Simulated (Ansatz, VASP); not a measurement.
**One calculation of KCaCl3, two programs**

```
K Ca Cl
1.0
     5.39352    0.00000    0.00000
     0.00000    5.39352    0.00000
     0.00000    0.00000    5.39352
K Ca Cl
1 1 3
Cartesian
  0.0000 0.0000 0.0000
  2.6968 2.6968 2.6968
  0.0000 2.6968 2.6968
  2.6968 0.0000 2.6968
  2.6968 2.6968 0.0000
```

Alike in both runs: task single point; functional LDA; k mesh 4 × 4 × 4; occupations gaussian, width 0.1 eV; no spin polarisation.

|  | VASP | Ansatz |
| --- | --- | --- |
| version | VASP 6.6.1 | Ansatz 0.2.0 |
| potentials or method | VASP PAW LDA potentials, release 64 (K_sv, Ca_sv, Cl), cutoff 520 eV | scalar-relativistic, plane waves, PAW |
| valence electrons in the cell | 40 | 40 |

VASP gave:

| Item | Value |
| --- | --- |
| gap on the k mesh at the Fermi level (eV) | 4.36 |
| least direct gap on the mesh (eV) | 4.65 |
| pressure (GPa) | -2.6 |

**Question.** Estimate Ansatz's values.

**Answer.** gap on the k mesh at the Fermi level (eV): 4.35; least direct gap on the mesh (eV): 4.64; pressure (GPa): -2.7.

LDA's correlation is that of Perdew and Zunger in VASP and of Perdew and Wang (1992) in Ansatz.
